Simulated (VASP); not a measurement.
Set up this calculation in VASP 6.6.1, as the native input.

- Task: single point
- Functional: LDA
- Potentials or basis: VASP PAW LDA potentials, release 64 (Fe)
- Cutoff: 520 eV
- k mesh: 13 × 13 × 13
- Occupations: fermi-dirac, width 0.05 eV
- Spin: collinear spin, ferromagnetic start
- Starting moments: [2.5] μB
- Dipole correction: no
- Further INCAR settings: ALGO = Normal; EDIFF = 1e-07; NBANDS = 14

The structure of Fe lies in POSCAR:

```
Fe
1.0
    2.2797970657      0.0000000000      0.0000000000
    0.0000000000      2.2797970657      0.0000000000
    0.0000000000      0.0000000000      2.2797970657
Fe
1
Direct
    0.0000000000      0.0000000000      0.0000000000
```

One way to write it, as run:

INCAR

```
SYSTEM = Fe
PREC = Accurate
ENCUT = 520
EDIFF = 1E-7
ISMEAR = -1
SIGMA = 0.05
LREAL = .FALSE.
LASPH = .TRUE.
NELM = 150
ALGO = Normal
ISIF = 2
LWAVE = .FALSE.
LCHARG = .TRUE.
ISPIN = 2
MAGMOM = 2.5
LORBIT = 11
LMAXMIX = 4
LELF = .TRUE.
LVHAR = .TRUE.
NBANDS = 14
```

KPOINTS

```
regular mesh
0
G
  13 13 13
  0 0 0
```

Potentials or basis: VASP PAW LDA potentials, release 64 (Fe).

Run with:

```console
$ cat potpaw_LDA.64/Fe/POTCAR > POTCAR
$ mpirun -np 1 vasp_std > vasp.out
```

Results of the run:

```json
{
 "Pressure": "-4.1 GPa",
 "Net moment": "1.86 μB per cell",
 "Site moments": "Fe +1.84 μB",
 "Valence electrons inside the program's atomic spheres": "Fe 7.41"
}
```

Wall time 50 s on 1 thread of AMD EPYC 7R13, on a shared host, peak memory 0.1 GiB.
